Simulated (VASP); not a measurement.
A run of VASP 6.6.1:

Contents of INCAR:

```
SYSTEM = Si2SnB3
PREC = Accurate
ENCUT = 520
EDIFF = 1E-7
ISMEAR = 0
SIGMA = 0.2
LREAL = .False.
LASPH = .True.
NELM = 80
ALGO = Normal
ISIF = 2
LWAVE = .False.
LCHARG = .True.
GGA = PE
LELF = .True.
LVHAR = .True.
NBANDS = 43
```

File KPOINTS:

```
regular mesh
0
Gamma
  4 4 4
  0 0 0
```

POSCAR

```
Si2SnB3
1.0
    3.4009998105     -4.1410868180      0.0013921555
    3.4006393063      4.1407590752     -0.0018122177
   -0.0006882487     -0.0007352254      5.9291232688
Si Sn B
4 2 6
Direct
    0.4999231540      0.0002576432      0.3131073703
    0.5000247421      0.0001965339      0.7200551740
   -0.0002966509      0.4999887411      0.3134124677
    0.0004423957      0.4998798788      0.7204281120
    0.5001878075      0.5000969335     -0.0440563722
    0.4998211333      0.5001898573      0.4618372945
    0.1078627174      0.8920481333      0.2466468996
    0.1057666462      0.8942909989      0.7579847658
    0.8920711916      0.1078877484      0.2467093186
    0.8943595551      0.1054907706      0.7580201141
   -0.0000614887     -0.0001465464      0.5022209117
   -0.0001012034     -0.0001806926      0.0036339439
```

Potentials or basis: VASP PAW PBE potentials, release 64 (Si, Sn_d, B).

The run is started by

```bash
$ cat potpaw_PBE.64/Si/POTCAR potpaw_PBE.64/Sn_d/POTCAR potpaw_PBE.64/B/POTCAR > POTCAR
$ mpirun -np 1 vasp_std > vasp.out
```

Hardware: 1 thread of AMD EPYC 9R45 96-Core Processor (Zen 5) (shared host).

Problem. Estimate the wall time of this run.

Solution. It took 2.4 min on 1 thread of AMD EPYC 9R45 96-Core Processor (Zen 5), with other jobs on the host, peak memory 0.35 GiB. Counts: scf iterations 15, k points 36.
